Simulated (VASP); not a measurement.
Runs of VASP 6.6.1 on CdF2. The structure is that of space group Fm-3m (No. 225), or close to it. The cells are those of the table. 

| level | potentials or basis | cell | k mesh | cutoff (eV) | grid for exact exchange (PRECFOCK) | share of exact exchange | gap on the mesh (eV) | pressure (GPa) |
| --- | --- | --- | --- | --- | --- | --- | --- | --- |
| LDA | VASP PAW LDA potentials, release 64 (Cd_sv_GW, F) | a = 3.784 Å, angles 60.0°, 3 atoms | 9 × 9 × 9 | 700 | - | - | (a) | (b) |
| BLYP | VASP PAW PBE potentials, release 64 (Cd, F) | a = 3.810 Å, angles 60.0°, 3 atoms | 5 × 5 × 5 | 520 | - | - | 3.22 | 9.4 |
| LDA | VASP PAW LDA potentials, release 64 (Cd, F) | a = 3.810 Å, angles 60.0°, 3 atoms | 5 × 5 × 5 | 520 | - | - | 2.88 | -4.7 |
| r2SCAN | VASP PAW PBE potentials, release 64 (Cd_sv_GW, F) | a = 3.810 Å, angles 60.0°, 3 atoms | 9 × 9 × 9 | 660 | - | - | 3.82 | -0.5 |
| PBEsol-based global hybrid with 25 % exact exchange | VASP PAW PBE potentials, release 64 (Cd, F) | a = 3.810 Å, angles 60.0°, 3 atoms | 5 × 5 × 5 | 520 | Normal | 0.25 | (c) | -1.9 |

Alike in all rows: task single point; no spin polarisation; smearing fermi-dirac 0.05 eV.

Question: Estimate the missing entries.

Answer: (a) 2.92; (b) -3.8; (c) 5.86.

Caveats: an odd mesh through Γ misses points on the zone boundary, where band edges can lie; the PAW data sets were made with another functional, which shifts forces and pressure a little (at least some runs); the cell stands under tension (at least some runs); the cell stands under pressure (at least some runs).

A k mesh can miss the band edges, and the runs leave out spin-orbit coupling on Cd.

The runs don't all hold the same shells in valence.
